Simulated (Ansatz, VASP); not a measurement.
**CuO: VASP beside Ansatz**

```xyz
4
Lattice="2.3446 -1.7134 0.0000 2.3446 1.7134 0.0000 -0.8605 0.0000 5.0594" Properties=species:S:1:pos:R:3 pbc="T T T"
Cu    1.1723    0.8457    0.0000
Cu    0.7420   -0.8457    2.5297
O     2.0724   -0.2841    1.2836
O     1.6421    0.2841    3.8133
```

Alike in both runs: task single point; functional PBEsol; k mesh 7 × 7 × 4; occupations gaussian, width 0.05 eV; collinear spin; Hubbard terms Cu d U = 1.0 eV.

```csv
,VASP,Ansatz
version,VASP 6.6.1,Ansatz 0.2.0
potentials or method,"VASP PAW PBE potentials, release 64 (Cu, O), cutoff 520 eV","scalar-relativistic, plane waves, PAW"
valence electrons in the cell,34,50
```

Ansatz gave:

| Item | Value |
| --- | --- |
| gap on the k mesh at the Fermi level (eV) | none |
| pressure (GPa) | -2.3 |
| traceless stress, the component that is largest in VASP (GPa) | 2.03 |
| rms of the force components (eV/Å) | 0.430 |
| net moment per atom (μB) | 0.02 |

Task: What did VASP give for the same quantities?

Result: gap on the k mesh at the Fermi level (eV): none; pressure (GPa): -2.8; traceless stress, the component that is largest in VASP (GPa): 1.92; rms of the force components (eV/Å): 0.424; net moment per atom (μB): 0.01.

VASP's potentials were made for PBE, not for PBEsol. The programs project onto different local orbitals, so the same U acts differently, and such runs can settle in different states. Atom by atom the forces differ by 0.010 eV/Å (rms over components). A gap of «none» marks a metal or a gap that the smearing closes. VASP's potentials hold 34 valence electrons a cell and Ansatz's 50, so a difference there can come from the potentials and not from the codes. Ansatz's warnings: filled band counts differ across k points, seeded moment not kept, stress scf threshold loose.
